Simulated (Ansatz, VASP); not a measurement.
**Two plane-wave programs on Gd**

Contents of INCAR:

```
ALGO = Normal
EDIFF = 1E-6
ENCUT = 520
GGA = PE
ISIF = 2
ISMEAR = -1
ISPIN = 2
LASPH = True
LCHARG = False
LMAXMIX = 6
LORBIT = 11
LREAL = False
LWAVE = False
MAGMOM = 7.372 7.372
NBANDS = 29
NELM = 150
PREC = Accurate
SIGMA = 0.01
```

The input KPOINTS:

```
k-points
0
Gamma
  10 10 6
```

File POSCAR:

```
Gd
1.0
    3.6483276435      0.0000000000      0.0000000000
   -1.8241638217      3.1595444206      0.0000000000
    0.0000000000      0.0000000000      5.8327272018
Gd
2
Direct
    0.3333333333      0.6666666667      0.2500000000
    0.6666666667      0.3333333333      0.7500000000
```

Input for Ansatz:

```yaml
crystal:
  lattice:
    - [3.6483276435, 0.0, 0.0]
    - [-1.8241638217, 3.1595444206, 0.0]
    - [0.0, 0.0, 5.8327272018]
  atoms:
    - { symbol: Gd, position: [0.3333333333, 0.6666666667, 0.25], spin: 7.372 }
    - { symbol: Gd, position: [0.6666666667, 0.3333333333, 0.75], spin: 7.372 }
hamiltonian:
  xc: pbe
  pseudopotentials:
    kind: paw
    azcp:
      Gd: "pseudopotentials/Gd.paw.azcp"
basis:
  ecutwfc: 420
  fft_grid_basis: typed
kpoints:
  mp_grid: { grid: [10, 10, 6], shift: [0, 0, 0] }
magnetization:
  spin_polarized: true
scf:
  occupations: { method: fermi_dirac, width: 0.01 }
  lower_state_search: "off"
output:
  stress: true
  write_density: true
  write_potential: true
  elf: true
  volumetric_format: npy
```

Alike in both runs: task single point; functional PBE; k mesh 10 × 10 × 6; occupations fermi-dirac, width 0.01 eV; collinear spin.

|  | VASP | Ansatz |
| --- | --- | --- |
| version | VASP 6.6.1 | Ansatz 0.2.0 |
| potentials or method | VASP PAW PBE potentials, release 64 (Gd), cutoff 520 eV | plane waves (420 eV) with PAW, scalar-relativistic |
| valence electrons in the cell | 36 | 36 |

Ansatz gave:

| Property | Result |
| --- | --- |
| pressure (GPa) | 0.0 |
| traceless stress, the component that is largest in VASP (GPa) | -0.01 |
| net moment per atom (μB) | 7.70 |
| size of the moment on the site where the two differ most (μB) | 7.39 |

Question: What did VASP give for the same quantities?

Answer: Pressure (GPa): -0.3; traceless stress, the component that is largest in VASP (GPa): -0.05; net moment per atom (μB): 7.70; size of the moment on the site where the two differ most (μB): 7.02.

Site moments also hang on the region over which each program counts them.

Neither program's run includes spin-orbit coupling.
